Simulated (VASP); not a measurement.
Co:

```
CELL_PARAMETERS angstrom
0.00000 1.79397 1.79397
1.79397 0.00000 1.79397
1.79397 1.79397 0.00000
ATOMIC_POSITIONS crystal
Co 0.00000 0.00000 0.00000
```

- Program: VASP 6.6.1
- Task: relaxation of cell and atoms
- Functional: LDA
- Potentials or basis: VASP PAW LDA potentials, release 64 (Co)
- Cutoff: 600 eV
- k mesh: 8 × 8 × 8
- Occupations: tetrahedron
- Spin: no spin polarisation

At the start: pressure -37.6 GPa; volume 11.55 Å³/atom.

Q: How do energy, volume and symmetry change on relaxing?

A: Over 7 steps the energy falls by 278.8 meV/atom and the volume is 9.57 Å³/atom (-17.1 %); space group Fm-3m (No. 225, to 0.05 Å).

The path:
| step | energy change (eV) | largest force (eV/Å) | pressure (GPa) | volume (Å³) |
| --- | --- | --- | --- | --- |
| 1 | 0.0000 | 0.0000 | -37.64 | 11.55 |
| 2 | 0.3510 | 0.0000 | 126.45 | 7.58 |
| 3 | -0.2777 | 0.0000 | -3.30 | 9.67 |
| 4 | -0.2787 | 0.0000 | -1.01 | 9.60 |
| 5 | -0.2788 | 0.0000 | 0.18 | 9.56 |
| 6 | -0.2788 | 0.0000 | -0.25 | 9.58 |
| 7 | -0.2788 | 0.0000 | -0.01 | 9.57 |

Final structure:
```cif
data_structure
_symmetry_space_group_name_H-M 'P 1'
_symmetry_Int_Tables_number 1
_cell_length_a 2.3831
_cell_length_b 2.3831
_cell_length_c 2.3831
_cell_angle_alpha 60.000
_cell_angle_beta 60.000
_cell_angle_gamma 60.000
_cell_volume 9.57
loop_
_atom_site_label
_atom_site_type_symbol
_atom_site_fract_x
_atom_site_fract_y
_atom_site_fract_z
_atom_site_occupancy
Co1 Co 0.00000 0.00000 0.00000 1
```

Caveat: the k points lie up to 0.40 Å⁻¹ apart in the final cell; the volume moved by over 15 % at a fixed basis, so the end points are rough; the volume moved by -17 % from the deposited cell, more than functionals usually miss; the run has no spin polarisation, though such a crystal can be magnetic; tetrahedron occupations give inexact forces and stress in metals.
